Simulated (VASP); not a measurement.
# BP2 (P4/mmm) in VASP: notebook

Runs on BP2. Level: PBE. Tasks: relaxation of cell and atoms, single point.

All numbers are computed with VASP 6.6.1; they aren't measurements. Logs are shortened: lines on timing, memory, paths and dates and some standing lists are left out, and cuts for length are marked.

## Step 1: The cell of the first run

Symmetry: P4/mmm, No. 123, tetragonal system. The conventional cell has a = 3.522 Å, b = 3.522 Å, c = 4.541 Å, α = 90.00°, β = 90.00°, γ = 90.00°. B (site symmetry 4/mmm) has 4 P at 1.76 Å within 2.3 Å. P (site symmetry mmm) has 2 B at 1.76 Å within 2.3 Å.

## Step 2: Relaxation of cell and atoms, PBE

INCAR

```
SYSTEM = BP2
  PREC = Accurate
  ENCUT = 600
  EDIFF = 1E-6
  ISMEAR = 0
  SIGMA = 0.1
  LREAL = .FALSE.
  LASPH = .TRUE.
  NELM = 80
  ALGO = Normal
  ISIF = 3
  LWAVE = .FALSE.
  LCHARG = .FALSE.
  GGA = PE
  IBRION = 2
  NSW = 90
  EDIFFG = -0.04
```

KPOINTS

```
regular mesh
0
G
  6 6 4
  0 0 0
```

POSCAR

```
BP2
1.0
    3.5222634100      0.0000000000      0.0000000000
    0.0000000000      3.5222634100      0.0000000000
    0.0000000000      0.0000000000      4.5410107800
B P
1 2
Direct
    0.5000000000      0.5000000000      0.0000000000
    0.0000000000      0.5000000000      0.0000000000
    0.5000000000      0.0000000000      0.0000000000
```

Potentials or basis: VASP PAW PBE potentials, release 64 (B, P).

Run with:

```
$ cat potpaw_PBE.64/B/POTCAR potpaw_PBE.64/P/POTCAR > POTCAR
$ mpirun -np 1 vasp_std > vasp.out
```

OUTCAR:

```text
SYSTEM = BP2
   PREC = Accurate
   ENCUT = 600
   EDIFF = 1E-6
   ISMEAR = 0
   LREAL = .FALSE.
   LASPH = .TRUE.
   NELM = 80
   ISIF = 3
   GGA = PE
   IBRION = 2
   NSW = 90
   EDIFFG = -0.04

 ion  position               nearest neighbor table
   1  0.500  0.500  0.000-   2 1.76   3 1.76   3 1.76   2 1.76
   2  0.000  0.500  0.000-   1 1.76   1 1.76   3 2.49   3 2.49   3 2.49   3 2.49
   3  0.500  0.000  0.000-   1 1.76   1 1.76   2 2.49   2 2.49   2 2.49   2 2.49

  LATTYP: Found a simple tetragonal cell.
 ALAT       =     3.5222634100
 C/A-ratio  =     1.2892308869

  Lattice vectors:

 A1 = (   3.5222634100,   0.0000000000,   0.0000000000)
 A2 = (   0.0000000000,   3.5222634100,   0.0000000000)
 A3 = (   0.0000000000,   0.0000000000,   4.5410107800)

Analysis of symmetry for initial positions (statically):
=====================================================================
 Subroutine PRICEL returns:
 Original cell was already a primitive cell.

 Routine SETGRP: Setting up the symmetry group for a
 simple tetragonal supercell.

 Subroutine GETGRP returns: Found 16 space group operations
 (whereof 16 operations were pure point group operations)
 out of a pool of 16 trial point group operations.

The static configuration has the point symmetry D_4h.

Analysis of symmetry for dynamics (positions and initial velocities):
=====================================================================
 Subroutine PRICEL returns:
 Original cell was already a primitive cell.

 Routine SETGRP: Setting up the symmetry group for a
 simple tetragonal supercell.

 Subroutine GETGRP returns: Found 16 space group operations
 (whereof 16 operations were pure point group operations)
 out of a pool of 16 trial point group operations.

The dynamic configuration has the point symmetry D_4h.

 Subroutine INISYM returns: Found 16 space group operations
 (whereof 16 operations are pure point group operations),
 and found     1 'primitive' translations

----------------------------------------------------------------------------------------

                                     Primitive cell

  volume of cell :      56.3373

  direct lattice vectors                    reciprocal lattice vectors
     3.522263410  0.000000000  0.000000000     0.283908352  0.000000000  0.000000000
     0.000000000  3.522263410  0.000000000     0.000000000  0.283908352  0.000000000
     0.000000000  0.000000000  4.541010780     0.000000000  0.000000000  0.220215289

  length of vectors
     3.522263410  3.522263410  4.541010780     0.283908352  0.283908352  0.220215289

  position of ions in fractional coordinates (direct lattice)
     0.500000000  0.500000000  0.000000000
     0.000000000  0.500000000  0.000000000
     0.500000000  0.000000000  0.000000000

  ion indices of the primitive-cell ions
   primitive index   ion index
                 1           1
                 2           2
                 3           3

----------------------------------------------------------------------------------------

 KPOINTS: regular mesh

Automatic generation of k-mesh.
 Grid dimensions read from file:
 generate k-points for:    6    6    4

 Generating k-lattice:

  Cartesian coordinates                     Fractional coordinates (reciprocal lattice)
     0.047318059  0.000000000  0.000000000     0.166666667  0.000000000  0.000000000
     0.000000000  0.047318059  0.000000000     0.000000000  0.166666667  0.000000000
     0.000000000  0.000000000  0.055053822     0.000000000  0.000000000  0.250000000

  Length of vectors
     0.047318059  0.047318059  0.055053822

  Shift w.r.t. Gamma in fractional coordinates (k-lattice)
     0.000000000  0.000000000  0.000000000

 Subroutine IBZKPT returns following result:
 ===========================================

 Found     30 irreducible k-points:

 Following reciprocal coordinates:
            Coordinates               Weight
  0.000000  0.000000  0.000000      1.000000
  0.166667  0.000000  0.000000      4.000000
  0.333333  0.000000  0.000000      4.000000
  0.500000  0.000000  0.000000      2.000000
  0.166667  0.166667  0.000000      4.000000
  0.333333  0.166667  0.000000      8.000000
[... 16 lines left out ...]
  0.333333  0.000000  0.500000      4.000000
  0.500000  0.000000  0.500000      2.000000
 [... further k-points ...]
   k-points           NKPTS =     30   k-points in BZ     NKDIM =     30   number of bands    NBANDS=     10
   number of dos      NEDOS =    301   number of ions     NIONS =      3
   total plane-waves  NPLWV =  28224
   dimension x,y,z NGX =    28 NGY =   28 NGZ =   36
   dimension x,y,z NGXF=    56 NGYF=   56 NGZF=   72
   ions per type =               1   2
   NGX,Y,Z   is equivalent  to a cutoff of  13.22, 13.22, 13.18 a.u.
   NGXF,Y,Z  is equivalent  to a cutoff of  26.43, 26.43, 26.36 a.u.
 SYSTEM =  BP2
   PREC   = accura    normal or accurate (medium, high low for compatibility)
   ISTART =      0    job   : 0-new  1-cont  2-samecut
   ICHARG =      2    charge: 1-file 2-atom 10-const
   ISPIN  =      1    spin polarized calculation?
   LNONCOLLINEAR =      F non collinear calculations
   LSORBIT =      F    spin-orbit coupling
   LASPH  =      T    aspherical Exc in radial PAW
   ENCUT  =  600.0 eV  44.10 Ry    6.64 a.u.   7.03  7.03  9.07*2*pi/ulx,y,z
   NELM   =     80;   NELMIN=  2; NELMDL= -5     # of ELM steps
   EDIFF  = 0.1E-05   stopping-criterion for ELM
   LREAL  =      F    real-space projection
   EDIFFG = -.4E-01   stopping-criterion for IOM
   NSW    =     90    number of steps for IOM
   IBRION =      2    ionic relax: 0-MD 1-quasi-New 2-CG
   NFREE  =      1    steps in history (QN), initial steepest desc. (CG)
   ISIF   =      3    stress and relaxation
   ISYM   =      2    0-nonsym 1-usesym 2-fastsym
   POTIM  = 0.5000    time-step for ionic-motion
   TEBEG  =    0.0;   TEEND  =   0.0 temperature during run
   PSTRESS=    0.0 pullay stress
   NELECT =      13.0000    total number of electrons
   NUPDOWN=      -1.0000    fix difference up-down
   EMIN   =  10.00;   EMAX   =-10.00  energy-range for DOS
   EFERMI =   0.00;   METHOD = LEGACY
   ISMEAR =     0;   SIGMA  =   0.10  broadening in eV -4-tet -1-fermi 0-gaus
   EFERMI_NEDOS =   21; number of points for ismear=-14 and -15
   IALGO  =     38    algorithm
   IMIX   =      4    mixing-type and parameters
     AMIX     =   0.40;   BMIX     =  1.00
     AMIX_MAG =   1.60;   BMIX_MAG =  1.00
  volume/ion in A,a.u.               =      18.78       126.73
  Fermi-wavevector in a.u.,A,eV,Ry     =   1.004131  1.897533 13.718481  1.008280
  Thomas-Fermi vector in A             =   2.136728
   LORBIT       =      0    0 simple, 1 ext, 2 COOP (PROOUT), +10 PAW based schemes
   GGA     = PE    functional components
   LHFCALC =     F    Hartree Fock is set to
   AEXX    =    0.0000 exact exchange contribution
   IVDW    =     0    specifies the selected vdW correction
   LEPSILON=     F    determine dielectric tensor
   LRPA    =     F    only Hartree local field effects (RPA)
 conjugate gradient relaxation of ions
 non-spin polarized calculation
 Gauss-broadening in eV      SIGMA  =   0.10
  energy-cutoff  :      600.00
  volume of cell :       56.34
 maximum number of plane-waves:      1896
   NGX = 15   NGY = 15   NGZ = 19

--------------------------------------- Ionic step        1  -------------------------------------------

 number of electron      12.9999996 magnetization

 Free energy of the ion-electron system (eV)
  ---------------------------------------------------
  ext. energy  EPLUGINS =         0.00000000
  ---------------------------------------------------
  free energy    TOTEN  =       -12.62217760 eV

  energy without entropy =      -12.61727710  energy(sigma->0) =      -12.61972735

------------------------ aborting loop because EDIFF is reached ----------------------------------------

  FORCE on cell =-STRESS in cart. coord.  units (eV):
  Direction    XX          YY          ZZ          XY          YZ          ZX
  --------------------------------------------------------------------------------------
  -------------------------------------------------------------------------------------
  Total       14.7206994     14.7206994     -0.0907163      0.0000000     -0.0000000      0.0000000
  in kB      418.6420325    418.6420325     -2.5798801      0.0000000     -0.0000000      0.0000000
  external PRESSURE =     278.2347283 kB  Pullay stress =       0.0000000 kB
[... 92 lines left out ...]
  FREE ENERGIE OF THE ION-ELECTRON SYSTEM (eV)
  ---------------------------------------------------
  free  energy   TOTEN  =       -13.8288642434 eV

  energy  without entropy=      -13.8224079149  energy(sigma->0) =      -13.82563608

 E-fermi :   4.0969     XC(G=0):  -9.1949

 val. band max:        4.0838538586   @ k =   0.5000   0.3333   0.5000
 cond. band min:       4.1240763420   @ k =   0.5000   0.1667   0.0000
 fundamental gap:      0.0402224834
 Fermi energy:         4.0968903130

 k-point     1 :       0.0000    0.0000    0.0000
  band No.  band energies     occupation
      1     -10.5008      2.00000
      2      -2.9557      2.00000
      3      -2.6236      2.00000
      4      -2.6236      2.00000
      5       0.8766      2.00000
      6       2.5376      2.00000
      7       6.0734      0.00000
      8       6.0734      0.00000
      9       6.5385      0.00000
     10       7.6749      0.00000
[... 287 lines left out ...]
 k-point    24 :       0.5000    0.0000    0.5000
  band No.  band energies     occupation
      1      -8.5860      2.00000
      2      -7.4976      2.00000
      3      -1.7564      2.00000
      4       0.0460      2.00000
      5       0.8454      2.00000
      6       1.5302      2.00000
      7       3.0197      2.00000
      8       4.0622      1.37618
      9       7.4747      0.00000
     10       8.0865      0.00000

 [... further k-points ...]

 E-fermi :  12.0082     XC(G=0): -12.1942

 val. band max:       11.9896486499   @ k =   0.3333   0.3333   0.0000
 cond. band min:      12.0384917571   @ k =   0.1667   0.1667   0.5000
 fundamental gap:      0.0488431072
 Fermi energy:        12.0081891847

 k-point     1 :       0.0000    0.0000    0.0000
  band No.  band energies     occupation
      1      -7.3336      2.00000
      2      -1.1770      2.00000
      3       1.7134      2.00000
      4       1.7134      2.00000
      5       5.9502      2.00000
      6      10.0620      2.00000
      7      10.0620      2.00000
      8      14.5636      0.00000
      9      15.0557      0.00000
     10      26.6485      0.00000
[... 287 lines left out ...]
 k-point    24 :       0.5000    0.0000    0.5000
  band No.  band energies     occupation
      1       2.2363      2.00000
      2       2.9690      2.00000
      3       3.4281      2.00000
      4       3.8992      2.00000
      5       8.4297      2.00000
      6       8.9987      2.00000
      7      12.8087      0.00000
      8      13.7023      0.00000
      9      15.0863      0.00000
     10      17.2493      0.00000

 [... further k-points ...]

[... ionic steps 4 to 40 ...]

--------------------------------------- Ionic step       41  -------------------------------------------

 number of electron      12.9999997 magnetization

------------------------ aborting loop because EDIFF is reached ----------------------------------------

  FORCE on cell =-STRESS in cart. coord.  units (eV):
  Direction    XX          YY          ZZ          XY          YZ          ZX
  --------------------------------------------------------------------------------------
  -------------------------------------------------------------------------------------
  Total       -0.1450573     -0.1450573      0.3478898      0.0000000      0.0000000      0.0000000
  in kB       -5.9034731     -5.9034731     14.1582580      0.0000000      0.0000000      0.0000000
  external PRESSURE =       0.7837706 kB  Pullay stress =       0.0000000 kB
[... 59 lines left out ...]
  energy  without entropy=      -14.8262821578  energy(sigma->0) =      -14.82982181

--------------------------------------- Ionic step       43  -------------------------------------------

 number of electron      12.9999997 magnetization

 Free energy of the ion-electron system (eV)
  ---------------------------------------------------
  ext. energy  EPLUGINS =         0.00000000
  ---------------------------------------------------
  free energy    TOTEN  =       -14.83392170 eV

  energy without entropy =      -14.82681316  energy(sigma->0) =      -14.83036743

 E-fermi :   7.6604     XC(G=0): -10.9802

 val. band max:        7.6347493951   @ k =   0.5000   0.1667   0.5000
 cond. band min:       7.7331712726   @ k =   0.3333   0.1667   0.2500
 fundamental gap:      0.0984218775
 Fermi energy:         7.6603639410

 k-point     1 :       0.0000    0.0000    0.0000
  band No.  band energies     occupation
      1      -8.0509      2.00000
      2      -2.3059      2.00000
      3       0.3197      2.00000
      4       0.3197      2.00000
      5       4.0877      2.00000
      6       7.8430      0.00982
      7       7.8430      0.00982
      8      12.3571      0.00000
      9      12.5523      0.00000
     10      12.9454      0.00000
[... 287 lines left out ...]
 k-point    24 :       0.5000    0.0000    0.5000
  band No.  band energies     occupation
      1      -2.3665      2.00000
      2      -1.4480      2.00000
      3       0.9209      2.00000
      4       2.0304      2.00000
      5       3.6922      2.00000
      6       6.1296      2.00000
      7       7.3871      1.99989
      8       8.2586      0.00000
      9       9.2489      0.00000
     10      13.0012      0.00000

 [... further k-points ...]

------------------------ aborting loop because EDIFF is reached ----------------------------------------

  FORCE on cell =-STRESS in cart. coord.  units (eV):
  Direction    XX          YY          ZZ          XY          YZ          ZX
  --------------------------------------------------------------------------------------
  -------------------------------------------------------------------------------------
  Total        0.0169638      0.0169638      0.0761562      0.0000000     -0.0000000      0.0000000
  in kB        0.6896246      0.6896246      3.0959638      0.0000000     -0.0000000      0.0000000
  external PRESSURE =       1.4917377 kB  Pullay stress =       0.0000000 kB
[... 18 lines left out ...]
  FREE ENERGIE OF THE ION-ELECTRON SYSTEM (eV)
  ---------------------------------------------------
  free  energy   TOTEN  =       -14.8339217036 eV

  energy  without entropy=      -14.8268131593  energy(sigma->0) =      -14.83036743

 reached required accuracy - stopping structural energy minimisation
```

Wall time 4.3 min (1 thread of AMD EPYC 9R45 (Zen 5), shared host); peak memory 0.16 GiB.

What came out:

```yaml
Free_energy: -14.8339 eV
Relaxed_volume: 13.14 Å³/atom
Relaxed_cell: a = 4.029 Å, b = 4.029 Å, c = 2.428 Å, α = 90.00°, β = 90.00°, γ = 90.00°
Space_group_after_relaxing_to_0.05_Å: P4/mmm (No. 123)
Energy_gained_by_relaxing: 737.2 meV/atom
Ionic_steps: 43
Pressure_after_relaxing: 0.1 GPa
```

Step by step:
```
step  energy change (eV)  largest force (eV/Å)  pressure (GPa)  volume (Å³)
   1              0.0000                0.0000           27.82        56.34
   3             -1.2067                0.0000           -1.67        68.62
   5             -1.2144                0.0000           -0.20        67.50
   7             -1.2190                0.0000           -0.21        66.45
   9             -1.2465                0.0000           -0.06        61.72
  11             -1.6981                0.0000            2.98        42.69
  13             -1.7467                0.0000            2.87        42.19
  15             -2.0395                0.0000            6.34        39.12
  17             -2.0847                0.0000            9.68        37.42
  19             -2.0850                0.0000            9.76        37.38
  21             -2.0851                0.0000           10.14        37.18
  23             -2.0857                0.0000            9.97        37.27
  25             -2.0885                0.0000            9.82        37.31
  27             -2.0992                0.0000            9.26        37.46
  29             -2.1360                0.0000            6.99        38.05
  31             -2.1889                0.0000           -1.31        40.47
  33             -2.1896                0.0000           -0.45        40.17
  35             -2.1931                0.0000           -0.16        40.03
  37             -2.2081                0.0000            0.87        39.36
  39             -2.2103                0.0000            0.97        39.18
  41             -2.2107                0.0000            0.08        39.37
  43             -2.2117                0.0000            0.15        39.41
```

Final structure:
```yaml
crystal:
  lattice:
    - [4.02922, 0.00000, 0.00000]
    - [0.00000, 4.02922, 0.00000]
    - [0.00000, 0.00000, 2.42761]
  atoms:
    - { symbol: B, position: [0.50000, 0.50000, 0.00000] }
    - { symbol: P, position: [0.00000, 0.50000, 0.00000] }
    - { symbol: P, position: [0.50000, 0.00000, 0.00000] }
```

Caveat: the volume moved by over 15 % at a fixed basis, so the end points are rough; this functional lacks dispersion, which binds the layers, so the pressure and a relaxed spacing across them are unreliable.

## Step 3: Single point, PBE

This run uses another cell than the first one, of 13.07 Å³/atom, 0.696 times its volume.

INCAR

```
SYSTEM = BP2
ALGO = Normal ; EDIFF = 1E-7
ENCUT = 520 ; GGA = PE
ISIF = 2 ; ISMEAR = 0
LASPH = .TRUE. ; LCHARG = .TRUE.
LELF = .TRUE. ; LREAL = .FALSE.
LVHAR = .TRUE. ; LWAVE = .FALSE.
NBANDS = 14 ; NELM = 60
PREC = Accurate ; SIGMA = 0.1
```

KPOINTS

```
k-points
0
G
  12 12 20
  0 0 0
```

POSCAR

```
BP2
1.0
    4.1819383939      0.0000000000      0.0000000000
    0.0000000000      4.1819383939      0.0000000000
    0.0000000000      0.0000000000      2.2419205999
B P
1 2
Direct
    0.5000000000      0.5000000000      0.0000000000
    0.0000000000      0.5000000000      0.0000000000
    0.5000000000      0.0000000000      0.0000000000
```

Potentials or basis: VASP PAW PBE potentials, release 64 (B, P).

Run with:

```
$ cat potpaw_PBE.64/B/POTCAR potpaw_PBE.64/P/POTCAR > POTCAR
$ mpirun -np 1 vasp_std > vasp.out
```

Run time: 70 s. Hardware: 1 thread of AMD EPYC 9R45 (Zen 5), shared host; peak memory 0.23 GiB.

It converged, with:

| Item | Value |
| --- | --- |
| Free energy | -15.2222 eV |
| Pressure | -0.2 GPa |

Stress tensor (GPa, compression positive):
```
-0.13  0.00  0.00
 0.00 -0.13  0.00
 0.00  0.00 -0.42
```

Levels at points of the mesh, in eV from the Fermi level:
| k point | band 3 | band 4 | band 5 | band 6 | band 7 | band 8 | band 9 | band 10 | band 11 | band 12 |
| --- | --- | --- | --- | --- | --- | --- | --- | --- | --- | --- |
| (0.00, 0.00, 0.00) | -7.55 | -7.55 | -4.60 | -0.83 | -0.83 | 4.20 | 4.30 | 7.88 | 11.72 | 11.72 |
| (0.50, 0.00, 0.00) | -7.23 | -6.87 | -3.35 | -3.17 | 1.35 | 2.79 | 8.47 | 9.40 | 10.71 | 11.07 |
| (0.50, 0.50, 0.00) | -11.55 | -6.72 | 0.29 | 1.33 | 1.33 | 1.65 | 5.57 | 8.10 | 8.10 | 9.24 |
| (0.00, 0.00, 0.50) | -5.00 | -4.29 | -3.47 | -3.47 | -0.02 | 1.83 | 3.47 | 3.47 | 3.55 | 3.55 |
| (0.50, 0.00, 0.50) | -7.23 | -6.39 | -2.98 | -1.42 | -1.04 | 1.37 | 2.19 | 4.75 | 5.60 | 5.66 |
| (0.50, 0.50, 0.50) | -6.44 | -6.23 | -6.23 | -4.11 | -1.63 | 2.79 | 4.34 | 5.86 | 5.91 | 5.91 |

(Part 1 of 2 ends here.)
